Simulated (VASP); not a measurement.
# GaN (F-43m) in VASP: a series of runs, part 2 of 2

VASP 6.6.1. Earlier steps stand in the parts before.

## (4) Vibrations by perturbation theory, PBEsol

This run uses another cell than the first one, of 11.38 Å³/atom.

INCAR

```
SYSTEM = GaN
PREC     = Accurate       ! precision mode
ENCUT    = 520            ! plane-wave cutoff, eV
EDIFF    = 1E-8           ! SCF threshold, eV
ISMEAR   = 0              ! smearing method
SIGMA    = 0.01           ! smearing width, eV
LREAL    = .False.        ! projectors in reciprocal space
LASPH    = .True.         ! aspherical terms in the spheres
NELM     = 60             ! most SCF steps
ALGO     = Normal         ! electronic algorithm
ISIF     = 2              ! what is computed and relaxed
LWAVE    = .False.        ! write WAVECAR
LCHARG   = .True.         ! write CHGCAR
GGA      = PS             ! functional
NBANDS   = 16             ! bands
IBRION   = 8              ! ionic algorithm
NSW      = 1              ! ionic steps
```

KPOINTS

```
Automatic mesh
0
Gamma
  8 8 8
  0 0 0
```

POSCAR

```
GaN
1.0
    0.0000000000      2.2491397598      2.2491397598
    2.2491397598      0.0000000000      2.2491397598
    2.2491397598      2.2491397598      0.0000000000
Ga N
1 1
Direct
    0.0000000000      0.0000000000      0.0000000000
    0.2500000000      0.2500000000      0.2500000000
```

Potentials or basis: VASP PAW PBE potentials, release 64 (Ga_d, N).

Command:

```
$ cat potpaw_PBE.64/Ga_d/POTCAR potpaw_PBE.64/N/POTCAR > POTCAR
$ mpirun -np 1 vasp_std > vasp.out
```

OUTCAR:

```text
SYSTEM = GaN
   PREC = Accurate
   ENCUT = 520
   EDIFF = 1E-8
   ISMEAR = 0
   LREAL = .False.
   LASPH = .True.
   NELM = 60
   ISIF = 2
   GGA = PS
   IBRION = 8
   NSW = 1

 ion  position               nearest neighbor table
   1  0.000  0.000  0.000-   2 1.95   2 1.95   2 1.95   2 1.95
   2  0.250  0.250  0.250-   1 1.95   1 1.95   1 1.95   1 1.95

  LATTYP: Found a face centered cubic cell.
 ALAT       =     4.4982795196

  Lattice vectors:

 A1 = (   0.0000000000,   2.2491397598,   2.2491397598)
 A2 = (   2.2491397598,   0.0000000000,   2.2491397598)
 A3 = (   2.2491397598,   2.2491397598,   0.0000000000)

Analysis of symmetry for initial positions (statically):
=====================================================================
 Subroutine PRICEL returns:
 Original cell was already a primitive cell.

 Routine SETGRP: Setting up the symmetry group for a
 face centered cubic supercell.

 Subroutine GETGRP returns: Found 24 space group operations
 (whereof 24 operations were pure point group operations)
 out of a pool of 48 trial point group operations.

The static configuration has the point symmetry T_d .

Analysis of symmetry for dynamics (positions and initial velocities):
=====================================================================
 Subroutine PRICEL returns:
 Original cell was already a primitive cell.

 Routine SETGRP: Setting up the symmetry group for a
 face centered cubic supercell.

 Subroutine GETGRP returns: Found 24 space group operations
 (whereof 24 operations were pure point group operations)
[... 641 lines left out ...]
    total drift:                                0.000001      0.000001      0.000001

  FREE ENERGIE OF THE ION-ELECTRON SYSTEM (eV)
  ---------------------------------------------------
  free  energy   TOTEN  =       -13.1220659247 eV

  energy  without entropy=      -13.1220659247  energy(sigma->0) =      -13.12206592

[... ionic steps 2 to 3 ...]

--------------------------------------- Ionic step        4  -------------------------------------------

------------------------ aborting loop because EDIFF is reached ----------------------------------------

[... ionic steps 5 to 6 ...]

--------------------------------------- Ionic step        7  -------------------------------------------

 Free energy of the ion-electron system (eV)
  ---------------------------------------------------
  ---------------------------------------------------
  free energy    TOTEN  =        -0.23179202 eV

  energy without entropy =       -0.23179202

------------------------ aborting loop because EDIFF is reached ----------------------------------------

 INTERNAL STRAIN TENSOR  FOR ION    2  DIRECTION 1   (eV/Angst):
 -----------------------------------------------------------------------------
     0.00509  0.00000  0.00000
     0.00000 -0.00724 -8.16998
     0.00000 -8.16998 -0.00724

 INTERNAL STRAIN TENSOR FOR ION    2 for displacements in x,y,z  (eV/Angst):
          X           Y           Z          XY          YZ          ZX
  --------------------------------------------------------------------------------
  x     0.00000    -0.00000    -0.00000     0.00000    -8.16998     0.00000
  y    -0.00000    -0.00000    -0.00000     0.00000     0.00000    -8.16998
  z    -0.00000    -0.00000     0.00000    -8.16998     0.00000     0.00000

 SECOND DERIVATIVES (NOT SYMMETRIZED)
 ------------------------------------
               1X          1Y          1Z          2X          2Y          2Z
  1X   -12.210505    0.000000    0.000000   12.210505    0.000000    0.000000
  1Y     0.000000  -12.210505    0.000000    0.000000   12.210505    0.000000
  1Z     0.000000    0.000000  -12.210505    0.000000    0.000000   12.210505
  2X    12.184608    0.000000    0.000000  -12.184608    0.000000    0.000000
  2Y     0.000000   12.184608    0.000000    0.000000  -12.184608    0.000000
  2Z     0.000000    0.000000   12.184608    0.000000    0.000000  -12.184608

 Eigenvectors and eigenvalues of the dynamical matrix
 ----------------------------------------------------

   1 f  =   15.984208 THz   100.431742 2PiTHz  533.175794 cm-1    66.105344 meV
             X         Y         Z           dx          dy          dz
      0.000000  0.000000  0.000000     0.000000    0.000000   -0.409297
      1.124570  1.124570  1.124570     0.000000    0.000000    0.912401
[... 21 lines left out ...]
   6 f/i=    0.006337 THz     0.039815 2PiTHz    0.211370 cm-1     0.026207 meV
             X         Y         Z           dx          dy          dz
      0.000000  0.000000  0.000000    -0.142703    0.896823    0.088432
      1.124570  1.124570  1.124570    -0.064016    0.402309    0.039670

--------------------------------------------------------------------------------------------------------

 ELASTIC MODULI CONTR FROM IONIC RELAXATION (kBar)
 Direction    XX          YY          ZZ          XY          YZ          ZX
 --------------------------------------------------------------------------------
 XX          -0.0000     -0.0000      0.0000     -0.0000      0.0000     -0.0000
 YY          -0.0000     -0.0000     -0.0000     -0.0000     -0.0000     -0.0000
 ZZ           0.0000     -0.0000     -0.0000      0.0000     -0.0000     -0.0000
 XY          -0.0000     -0.0000      0.0000   -356.0700      0.0000      0.0000
 YZ           0.0000     -0.0000     -0.0000      0.0000   -356.0700      0.0000
 ZX          -0.0000     -0.0000     -0.0000      0.0000      0.0000   -356.0700
 --------------------------------------------------------------------------------
```

stdout:

```text
POSCAR found type information on POSCAR GaN
 POSCAR found :  2 types and       2 ions
 scaLAPACK will be used
 -----------------------------------------------------------------------------
|                                                                             |
|                                                                             |
|     You enforced a specific xc type in the INCAR file but a different       |
|     I HOPE YOU KNOW WHAT YOU ARE DOING!                                     |
|                                                                             |
 -----------------------------------------------------------------------------

 LDA part: xc-table for (Slater+PW92), standard interpolation
 POSCAR, INCAR and KPOINTS ok, starting setup
 FFT: planning ... GRIDC
 FFT: planning ... GRID_SOFT
 FFT: planning ... GRID
 WAVECAR not read
 entering main loop
 Linear response reoptimize wavefunctions to high precision
 Linear response DOF=           2
 Linear response progress:
 first order change of Fermi-energy  -0.25555E-04
 force on displaced ion       1 direction 1 : -12.211  -0.000  -0.000
 Linear response progress:
 first order change of Fermi-energy   0.36797E-03
 force on displaced ion       2 direction 1 : -12.185  -0.000  -0.000
 Linear response finished
```

Run time: 62 s. Hardware: 1 thread of Intel Xeon Platinum 8488C (Sapphire Rapids), shared host; peak memory 0.21 GiB.

Results:

| Quantity | Value |
| --- | --- |
| Highest phonon frequency at Γ, LO-TO splitting left out | 533 cm⁻¹ |

Phonon frequencies in cm⁻¹ (negative: imaginary):
| q point | frequencies |
| --- | --- |
| (0.000, 0.000, 0.000) | 0 0 0 533 533 533 |

Caveat: the PAW data sets were made with another functional, which shifts forces and pressure a little.
